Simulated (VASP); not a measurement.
# CaSe: electric field gradients with PBE

CaSe:

```
CELL_PARAMETERS angstrom
0.00000 2.95600 2.95600
2.95600 0.00000 2.95600
2.95600 2.95600 0.00000
ATOMIC_POSITIONS crystal
Ca 0.00000 0.00000 0.00000
Se 0.50000 0.50000 0.50000
```

```yaml
Program: VASP 6.6.1
Task: electric field gradients
Functional: PBE
Potentials_or_basis: VASP PAW PBE potentials, release 64 (Ca_sv, Se)
Cutoff: 520 eV
k_mesh: 7 × 7 × 7
Occupations: fermi-dirac, width 0.01 eV
Spin: non-collinear spin, zero start, spin-orbit coupling
Starting_moments: "[[0.0, 0.0, 0.0], [0.0, 0.0, 0.0]] μB"
Dipole_correction: no
Further_INCAR_settings: ALGO = Normal; EDIFF = 1e-08; NBANDS = 28
```

```json
{
  "Pressure": "1.4 GPa",
  "Net moment": "0.00 μB per cell",
  "Valence electrons inside the program's atomic spheres": "Ca 8.13; Se 3.93"
}
```

Moments on the atoms (μB; x, y, z):
```
Ca  0.00 0.00 0.00
Se  0.00 0.00 0.00
```

Run time: 92 s on 1 thread of Intel(R) Xeon(R) Platinum 8259CL CPU @ 2.50GHz (Skylake/Cascade Lake) (shared host), peak memory 0.32 GiB.

Caveat: without QUAD_EFG the Cq values of the log hold for a quadrupole moment of 1 mb, not for the nuclei.
